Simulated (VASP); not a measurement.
A run of VASP 6.6.1 is set up as follows.

INCAR

```
  PREC = Accurate
  ENCUT = 520
  EDIFF = 1E-7
  ISMEAR = -1
  SIGMA = 0.01
  LREAL = F
  LASPH = T
  NELM = 80
  ALGO = Normal
  ISIF = 2
  LWAVE = F
  LCHARG = F
  NBANDS = 11
```

The input KPOINTS:

```
Automatic mesh
0
Gamma
  8 8 8
```

Contents of POSCAR:

```
MgS
1.0
    0.0000000000      2.6016500000      2.6276665000
    2.6016500000      0.0000000000      2.6276665000
    2.6016500000      2.6016500000      0.0000000000
Mg S
1 1
Direct
    0.0000000000      0.0000000000      0.0000000000
    0.5000000000      0.5000000000      0.5000000000
```

Potentials or basis: VASP PAW LDA potentials, release 64 (Mg, S).

The run is started by

```console
$ cat potpaw_LDA.64/Mg/POTCAR potpaw_LDA.64/S/POTCAR > POTCAR
$ mpirun -np 1 vasp_std > vasp.out
```

(1) Predict the pressure.

(2) Estimate the band gap on the k mesh.

## Answers

(1) -4.5 GPa.

(2) 2.49 eV, indirect (least direct gap 3.39 eV).

Caveat: the cell differs from its parent crystal (zz strain of +1 %).
